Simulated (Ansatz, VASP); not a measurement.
**Co: VASP beside Ansatz**

INCAR

```
PREC = Accurate
ENCUT = 600
EDIFF = 1E-6
ISMEAR = -1
SIGMA = 0.05
LREAL = False
LASPH = True
NELM = 200
ALGO = Normal
ISIF = 2
LWAVE = False
LCHARG = True
ISPIN = 2
MAGMOM = 0.6 0.6
LORBIT = 11
LMAXMIX = 4
LDAU = True
LDAUTYPE = 2
LDAUL = 2
LDAUU = 2.7
LDAUJ = 0
LDAUPRINT = 1
GGA = PE
LELF = True
LVHAR = True
NBANDS = 20
GGA_COMPAT = False
```

File KPOINTS:

```
regular mesh
0
Gamma
  6 12 12
```

File POSCAR:

```
Co
1.0
    0.0000000000      3.5890000000      3.5890000000
    1.7945000000      0.0000000000      1.7945000000
    1.7945000000      1.7945000000      0.0000000000
Co
2
Direct
    0.0000000000      0.0000000000      0.0000000000
    0.5000000000      0.0000000000      0.0000000000
```

Input for Ansatz:

```yaml
crystal:
  lattice:
    - [0.0, 3.589, 3.589]
    - [1.7945, 0.0, 1.7945]
    - [1.7945, 1.7945, 0.0]
  atoms:
    - { symbol: Co, position: [0.0, 0.0, 0.0], spin: 0.6 }
    - { symbol: Co, position: [0.5, 0.0, 0.0], spin: 0.6 }
magnetization:
  spin_polarized: true
hamiltonian:
  xc: pbe
  pseudopotentials: { kind: paw }
  hubbard: { sites: [{ species: Co, l: d, u_eff: 2.7 }] }
basis:
  ecutwfc: 420
kpoints:
  mp_grid: { grid: [6, 12, 12] }
scf:
  occupations: { method: fermi_dirac, width: 0.05 }
  lower_state_search: "off"
output:
  forces: true
  stress: true
```

Change from the starting cell: parallel moments scaled by 0.2, plain SCF.

Alike in both runs: task single point; functional PBE; k mesh 6 × 12 × 12; occupations fermi-dirac, width 0.05 eV; collinear spin; Hubbard terms Co d U = 2.7 eV.

```csv
,VASP,Ansatz
version,VASP 6.6.1,Ansatz 0.2.0
potentials or method,"VASP PAW PBE potentials, release 64 (Co), cutoff 600 eV","PAW, plane waves, scalar-relativistic"
valence electrons in the cell,18,34
```

|  | VASP | Ansatz | Ansatz less VASP |
| --- | --- | --- | --- |
| pressure (GPa) | -5.9 | -2.3 | +3.61 |
| net moment per atom (μB) | 1.78 | 1.75 | -0.023 |
| size of the moment on the site where the two differ most (μB) | 1.84 | 1.85 | +0.003 |

Site moments also hang on the region over which each program counts them. The programs project onto different local orbitals, so the same U acts differently, and such runs can settle in different states. VASP's potentials hold 18 valence electrons a cell and Ansatz's 34, so a difference there can come from the potentials and not from the codes. Ansatz's warnings: filled band counts differ across k points.
